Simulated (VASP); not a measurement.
# SrCl2 (R3m) in VASP: a series of runs

The runs below take SrCl2 through single point, with PBE, r2SCAN.

Everything below comes from runs of VASP 6.6.1. Logs are shortened: lines on timing, memory, paths and dates and some standing lists are left out, and cuts for length are marked.

### 1 The cell of the first run

The structure is trigonal, space group R3m (No. 160). Conventional cell: a = 4.171 Å, b = 4.171 Å, c = 18.017 Å, α = 90.00°, β = 90.00°, γ = 120.00°. Within 3.8 Å of Sr (site symmetry 3m) lie 6 Cl at 2.91 to 2.92 Å. Cl (site symmetry 3m) has 3 Sr at 2.91 Å and 4 Cl at 3.28 to 3.64 Å within 3.8 Å. Within 3.8 Å of Cl (site symmetry 3m) lie 3 Sr at 2.92 Å and 4 Cl at 3.28 to 3.64 Å.

### 2 Single point, PBE (uniaxial z strain -2.1%)

The input, INCAR:

```
  PREC = Accurate
  ENCUT = 520
  EDIFF = 1E-7
  ISMEAR = -1
  SIGMA = 0.02
  LREAL = F
  LASPH = T
  NELM = 80
  ALGO = Normal
  ISIF = 2
  LWAVE = F
  LCHARG = T
  GGA = PE
  LELF = T
  LVHAR = T
  NBANDS = 19
```

The input, KPOINTS:

```
Automatic mesh
0
Gamma
  8 8 8
```

The input, POSCAR:

```
SrCl2
1.0
    2.0857437514      1.2042047163      6.0055989788
   -2.0857437514      1.2042047163      6.0055989788
    0.0000000000     -2.4084094327      6.0055989788
Sr Cl
1 2
Direct
    0.0002757926      0.0002757926      0.0002757926
    0.4242884500      0.4242884500      0.4242884500
    0.2421024240      0.2421024240      0.2421024240
```

Potentials or basis: VASP PAW PBE potentials, release 64 (Sr_sv, Cl).

Command:

```bash
> cat potpaw_PBE.64/Sr_sv/POTCAR potpaw_PBE.64/Cl/POTCAR > POTCAR
> mpirun -np 1 vasp_std > vasp.out
```

OUTCAR:

```text
PREC = Accurate
   ENCUT = 520
   EDIFF = 1E-7
   ISMEAR = -1
   LREAL = F
   LASPH = T
   NELM = 80
   ISIF = 2
   GGA = PE

 ion  position               nearest neighbor table
   1  0.000  0.000  0.000-   2 2.91   2 2.91   2 2.91   3 2.92   3 2.92   3 2.92
   2  0.424  0.424  0.424-   1 2.91   1 2.91   1 2.91
   3  0.242  0.242  0.242-   1 2.92   1 2.92   1 2.92

  LATTYP: Found a trigonal (rhomboedric) cell.
 ALAT       =     6.4705220106
 COS(alpha) =     0.7921867376

  Lattice vectors:

 A1 = (   2.0857437514,   1.2042047163,   6.0055989788)
 A2 = (  -2.0857437514,   1.2042047163,   6.0055989788)
 A3 = (   0.0000000000,  -2.4084094327,   6.0055989788)

Analysis of symmetry for initial positions (statically):
=====================================================================
 Subroutine PRICEL returns:
 Original cell was already a primitive cell.

 Routine SETGRP: Setting up the symmetry group for a
 trigonal (rhombohedral) supercell.

 Subroutine GETGRP returns: Found  6 space group operations
 (whereof  6 operations were pure point group operations)
 out of a pool of 12 trial point group operations.

The static configuration has the point symmetry C_3v.

Analysis of symmetry for dynamics (positions and initial velocities):
=====================================================================
 Subroutine PRICEL returns:
 Original cell was already a primitive cell.

 Routine SETGRP: Setting up the symmetry group for a
 trigonal (rhombohedral) supercell.

 Subroutine GETGRP returns: Found  6 space group operations
 (whereof  6 operations were pure point group operations)
 out of a pool of 12 trial point group operations.

The dynamic configuration has the point symmetry C_3v.

 Subroutine INISYM returns: Found  6 space group operations
 (whereof  6 operations are pure point group operations),
 and found     1 'primitive' translations

----------------------------------------------------------------------------------------

                                     Primitive cell

  volume of cell :      90.5042

  direct lattice vectors                    reciprocal lattice vectors
     2.085743751  1.204204716  6.005598979     0.239722641  0.138403931  0.055503761
    -2.085743751  1.204204716  6.005598979    -0.239722641  0.138403931  0.055503761
     0.000000000 -2.408409433  6.005598979     0.000000000 -0.276807862  0.055503761

  length of vectors
     6.470522011  6.470522011  6.470522011     0.282317658  0.282317658  0.282317658

  position of ions in fractional coordinates (direct lattice)
     0.000275793  0.000275793  0.000275793
     0.424288450  0.424288450  0.424288450
     0.242102424  0.242102424  0.242102424

  ion indices of the primitive-cell ions
   primitive index   ion index
                 1           1
                 2           2
                 3           3

----------------------------------------------------------------------------------------

 KPOINTS: Automatic mesh

Automatic generation of k-mesh.
 Grid dimensions read from file:
 generate k-points for:    8    8    8

 Generating k-lattice:

  Cartesian coordinates                     Fractional coordinates (reciprocal lattice)
     0.029965330  0.017300491  0.006937970     0.125000000  0.000000000  0.000000000
    -0.029965330  0.017300491  0.006937970     0.000000000  0.125000000  0.000000000
     0.000000000 -0.034600983  0.006937970     0.000000000  0.000000000  0.125000000

  Length of vectors
     0.035289707  0.035289707  0.035289707

  Shift w.r.t. Gamma in fractional coordinates (k-lattice)
     0.000000000  0.000000000  0.000000000

 Subroutine IBZKPT returns following result:
 ===========================================

 Found     65 irreducible k-points:

 Following reciprocal coordinates:
            Coordinates               Weight
  0.000000  0.000000  0.000000      1.000000
  0.125000  0.000000  0.000000      6.000000
  0.250000  0.000000  0.000000      6.000000
  0.375000  0.000000  0.000000      6.000000
  0.500000  0.000000  0.000000      3.000000
  0.125000  0.125000  0.000000      6.000000
[... 16 lines left out ...]
  0.250000  0.125000  0.125000      6.000000
  0.375000  0.125000  0.125000      6.000000
 [... further k-points ...]
   k-points           NKPTS =     65   k-points in BZ     NKDIM =     65   number of bands    NBANDS=     19
   number of dos      NEDOS =    301   number of ions     NIONS =      3
   total plane-waves  NPLWV = 110592
   dimension x,y,z NGX =    48 NGY =   48 NGZ =   48
   dimension x,y,z NGXF=    96 NGYF=   96 NGZF=   96
   ions per type =               1   2
   NGX,Y,Z   is equivalent  to a cutoff of  12.33, 12.33, 12.33 a.u.
   NGXF,Y,Z  is equivalent  to a cutoff of  24.67, 24.67, 24.67 a.u.
 SYSTEM =  unknown system
   PREC   = accura    normal or accurate (medium, high low for compatibility)
   ISTART =      0    job   : 0-new  1-cont  2-samecut
   ICHARG =      2    charge: 1-file 2-atom 10-const
   ISPIN  =      1    spin polarized calculation?
   LNONCOLLINEAR =      F non collinear calculations
   LSORBIT =      F    spin-orbit coupling
   LASPH  =      T    aspherical Exc in radial PAW
   ENCUT  =  520.0 eV  38.22 Ry    6.18 a.u.  12.03 12.03 12.03*2*pi/ulx,y,z
   NELM   =     80;   NELMIN=  2; NELMDL= -5     # of ELM steps
   EDIFF  = 0.1E-06   stopping-criterion for ELM
   LREAL  =      F    real-space projection
   EDIFFG = 0.1E-05   stopping-criterion for IOM
   NSW    =      0    number of steps for IOM
   IBRION =     -1    ionic relax: 0-MD 1-quasi-New 2-CG
   NFREE  =      0    steps in history (QN), initial steepest desc. (CG)
   ISIF   =      2    stress and relaxation
   ISYM   =      2    0-nonsym 1-usesym 2-fastsym
   POTIM  = 0.5000    time-step for ionic-motion
   TEBEG  =    0.0;   TEEND  =   0.0 temperature during run
   PSTRESS=    0.0 pullay stress
   NELECT =      24.0000    total number of electrons
   NUPDOWN=      -1.0000    fix difference up-down
   EMIN   =  10.00;   EMAX   =-10.00  energy-range for DOS
   EFERMI =   0.00;   METHOD = LEGACY
   ISMEAR =    -1;   SIGMA  =   0.02  broadening in eV -4-tet -1-fermi 0-gaus
   EFERMI_NEDOS =   21; number of points for ismear=-14 and -15
   IALGO  =     38    algorithm
   IMIX   =      4    mixing-type and parameters
     AMIX     =   0.40;   BMIX     =  1.00
     AMIX_MAG =   1.60;   BMIX_MAG =  1.00
  volume/ion in A,a.u.               =      30.17       203.58
  Fermi-wavevector in a.u.,A,eV,Ry     =   1.051774  1.987564 15.051144  1.106228
  Thomas-Fermi vector in A             =   2.186830
   LORBIT       =      0    0 simple, 1 ext, 2 COOP (PROOUT), +10 PAW based schemes
   GGA     = PE    functional components
   LHFCALC =     F    Hartree Fock is set to
   AEXX    =    0.0000 exact exchange contribution
   IVDW    =     0    specifies the selected vdW correction
   LEPSILON=     F    determine dielectric tensor
   LRPA    =     F    only Hartree local field effects (RPA)
 non-spin polarized calculation
  energy-cutoff  :      520.00
  volume of cell :       90.50
 maximum number of plane-waves:      2465
   NGX = 23   NGY = 23   NGZ = 23

 number of electron      24.0000000 magnetization

 Free energy of the ion-electron system (eV)
  ---------------------------------------------------
  ext. energy  EPLUGINS =         0.00000000
  ---------------------------------------------------
  free energy    TOTEN  =       -12.14605123 eV

  energy without entropy =      -12.14605123  energy(sigma->0) =      -12.14605123

 E-fermi :   0.4168     XC(G=0):  -7.9913

 val. band max:       -0.0140367008   @ k =   0.0000   0.0000   0.0000
 cond. band min:       4.2906343496   @ k =   0.0000   0.0000   0.0000
 fundamental gap:      4.3046710504
 Fermi energy:         0.4167698827

 k-point     1 :       0.0000    0.0000    0.0000
  band No.  band energies     occupation
      1     -33.3578      2.00000
      2     -15.5841      2.00000
      3     -15.3343      2.00000
      4     -15.3343      2.00000
      5     -13.4318      2.00000
      6     -12.5501      2.00000
[... 11 lines left out ...]
     18       6.9203      0.00000
     19       7.9534      0.00000

 k-point     2 :       0.1250    0.0000    0.0000
  band No.  band energies     occupation
      1     -33.3554      2.00000
      2     -15.5543      2.00000
      3     -15.4172      2.00000
      4     -15.3430      2.00000
      5     -13.3388      2.00000
      6     -12.5954      2.00000
[... 11 lines left out ...]
     18       7.1055      0.00000
     19       8.5468      0.00000

 k-point     3 :       0.2500    0.0000    0.0000
  band No.  band energies     occupation
      1     -33.3497      2.00000
      2     -15.5932      2.00000
      3     -15.4785      2.00000
      4     -15.3640      2.00000
      5     -13.1377      2.00000
      6     -12.7080      2.00000
[... 11 lines left out ...]
     18       7.5540      0.00000
     19       9.4435      0.00000

 k-point     4 :       0.3750    0.0000    0.0000
  band No.  band energies     occupation
      1     -33.3439      2.00000
      2     -15.7453      2.00000
      3     -15.3969      2.00000
      4     -15.3847      2.00000
      5     -12.9584      2.00000
      6     -12.8259      2.00000
[... 11 lines left out ...]
     18       7.9749      0.00000
     19       9.2529      0.00000

 k-point     5 :       0.5000    0.0000    0.0000
  band No.  band energies     occupation
      1     -33.3415      2.00000
      2     -15.8033      2.00000
      3     -15.3933      2.00000
      4     -15.3610      2.00000
      5     -12.8870      2.00000
      6     -12.8784      2.00000
[... 11 lines left out ...]
     18       8.1307      0.00000
     19       9.3506      0.00000
[... 334 lines left out ...]
      2     -15.7983      2.00000
      3     -15.3936      2.00000
      4     -15.3645      2.00000
      5     -12.9604      2.00000
      6     -12.8115      2.00000
[... 11 lines left out ...]
     18       8.3857      0.00000
     19       9.2546      0.00000

 k-point    22 :       0.1250    0.1250    0.1250
  band No.  band energies     occupation
      1     -33.3578      2.00000
      2     -15.5880      2.00000
      3     -15.3343      2.00000
      4     -15.3343      2.00000
      5     -13.4062      2.00000
      6     -12.5757      2.00000
[... 11 lines left out ...]
     18       6.9208      0.00000
     19       7.7711      0.00000

 k-point    23 :       0.2500    0.1250    0.1250
  band No.  band energies     occupation
      1     -33.3554      2.00000
      2     -15.5600      2.00000
      3     -15.4164      2.00000
      4     -15.3430      2.00000
      5     -13.3016      2.00000
      6     -12.6328      2.00000
[... 11 lines left out ...]
     18       7.1380      0.00000
     19       8.3781      0.00000

 k-point    24 :       0.3750    0.1250    0.1250
  band No.  band energies     occupation
      1     -33.3497      2.00000
      2     -15.5916      2.00000
      3     -15.4832      2.00000
      4     -15.3640      2.00000
      5     -13.1038      2.00000
      6     -12.7416      2.00000
[... 11 lines left out ...]
     18       7.5979      0.00000
     19       9.3095      0.00000

 [... further k-points ...]
[... 5 lines left out ...]
  --------------------------------------------------------------------------------------
  -------------------------------------------------------------------------------------
  Total        0.8768380      0.8768380      0.9827735      0.0000000     -0.0000000     -0.0000000
  in kB       15.5224792     15.5224792     17.3978328      0.0000000     -0.0000000     -0.0000000
  external PRESSURE =      16.1475971 kB  Pullay stress =       0.0000000 kB

 VOLUME and BASIS-vectors are now :
 -----------------------------------------------------------------------------
  energy-cutoff  :      520.00
  volume of cell :       90.50
      direct lattice vectors                 reciprocal lattice vectors
     2.085743751  1.204204716  6.005598979     0.239722641  0.138403931  0.055503761
    -2.085743751  1.204204716  6.005598979    -0.239722641  0.138403931  0.055503761
     0.000000000 -2.408409433  6.005598979     0.000000000 -0.276807862  0.055503761

 POSITION                                       TOTAL-FORCE (eV/Angst)
 -----------------------------------------------------------------------------------
      0.00000     -0.00000      0.00497         0.000000      0.000000     -0.004572
      0.00000     -0.00000      7.64432         0.000000      0.000000     -0.003510
      0.00000     -0.00000      4.36191         0.000000     -0.000000      0.008082
 -----------------------------------------------------------------------------------
    total drift:                                0.000000      0.000000     -0.000008

  FREE ENERGIE OF THE ION-ELECTRON SYSTEM (eV)
  ---------------------------------------------------
  free  energy   TOTEN  =       -12.1460512278 eV

  energy  without entropy=      -12.1460512278  energy(sigma->0) =      -12.14605123
```

Run time: 5.3 min. Hardware: 1 thread of Intel Xeon 8259CL, shared host; peak memory 0.38 GiB.

What came out:

```yaml
Free_energy: -12.1461 eV
Pressure: 1.6 GPa
Largest_force: 0.008 eV/Å
Band_gap_on_the_k_mesh: 4.30 eV
```

Forces on the atoms (eV/Å):
```
Sr   0.000  0.000 -0.005
Cl   0.000  0.000 -0.004
Cl   0.000  0.000  0.008
```

Levels at points of the mesh, in eV from the valence-band top:
```
           k point  band 10  band 11  band 12  band 13  band 14  band 15
(0.00, 0.00, 0.00)    -1.17    -1.17     0.00     4.30     6.22     6.44
(0.50, 0.00, 0.00)    -1.43    -1.05    -0.37     4.56     6.78     7.45
(0.50, 0.50, 0.00)    -1.39    -1.24    -0.69     4.45     6.79     7.43
(0.50, 0.50, 0.50)    -1.13    -0.97    -0.97     5.15     5.80     6.29
```

Caveat: the cell differs from its parent crystal (uniaxial z strain -2.1%). A k mesh can miss the band edges.

### 3 Single point, r2SCAN (uniaxial z strain -2.1%)

POSCAR is that of step 2.

The input, INCAR.step1:

```
SYSTEM = SrCl2
ALGO = Normal
EDIFF = 1E-4
ENCUT = 520
GGA = PE
ISMEAR = 0
LASPH = .True.
LCHARG = .False.
LREAL = .False.
LWAVE = .True.
NBANDS = 19
NELM = 80
PREC = Accurate
SIGMA = 0.01
```

The input, INCAR.step2:

```
SYSTEM = SrCl2
ALGO = Normal
EDIFF = 1E-7
ENCUT = 520
ISIF = 2
ISMEAR = 0
ISTART = 1
LASPH = .True.
LCHARG = .False.
LMIXTAU = .True.
LREAL = .False.
LWAVE = .False.
METAGGA = R2SCAN
NBANDS = 19
NELM = 80
PREC = Accurate
SIGMA = 0.01
```

The input, KPOINTS:

```
k-points
0
Gamma
  8 8 8
  0 0 0
```

Potentials or basis: VASP PAW PBE potentials, release 64 (Sr_sv, Cl).

Command:

```bash
> cat potpaw_PBE.64/Sr_sv/POTCAR potpaw_PBE.64/Cl/POTCAR > POTCAR
> cp INCAR.step1 INCAR
> mpirun -np 1 vasp_std > vasp.out
> cp INCAR.step2 INCAR
> mpirun -np 1 vasp_std > vasp.out
```

It took 16 min on 1 thread of Intel Xeon 8259CL, shared host; peak memory 0.42 GiB.

It converged, with:

| Property | Result |
| --- | --- |
| Free energy | -34.9627 eV |
| Pressure | 1.0 GPa |
| Largest force | 0.006 eV/Å |
| Band gap on the k mesh | 4.83 eV |

Forces in eV/Å, atoms in the order of the input:
```
Sr   0.000  0.000 -0.001
Cl   0.000  0.000  0.006
Cl   0.000  0.000 -0.005
```

Stress tensor (GPa, compression positive):
```
0.91 0.00 0.00
0.00 0.91 0.00
0.00 0.00 1.11
```

Levels at points of the mesh, in eV from the valence-band top:
```csv
k point,band 9,band 10,band 11,band 12,band 13,band 14,band 15,band 16
"(0.00, 0.00, 0.00)",-1.29,-1.20,-1.20,0.00,4.83,6.78,7.03,7.03
"(0.50, 0.00, 0.00)",-1.62,-1.46,-1.09,-0.38,4.96,7.36,8.05,8.68
"(0.50, 0.50, 0.00)",-1.51,-1.44,-1.27,-0.70,4.85,7.42,8.01,8.57
"(0.50, 0.50, 0.50)",-1.46,-1.15,-1.01,-1.01,5.62,6.34,6.88,6.88
```

Caveat: the cell differs from its parent crystal (uniaxial z strain -2.1%); the PAW data sets were made with another functional, which shifts forces and pressure a little. A k mesh can miss the band edges.
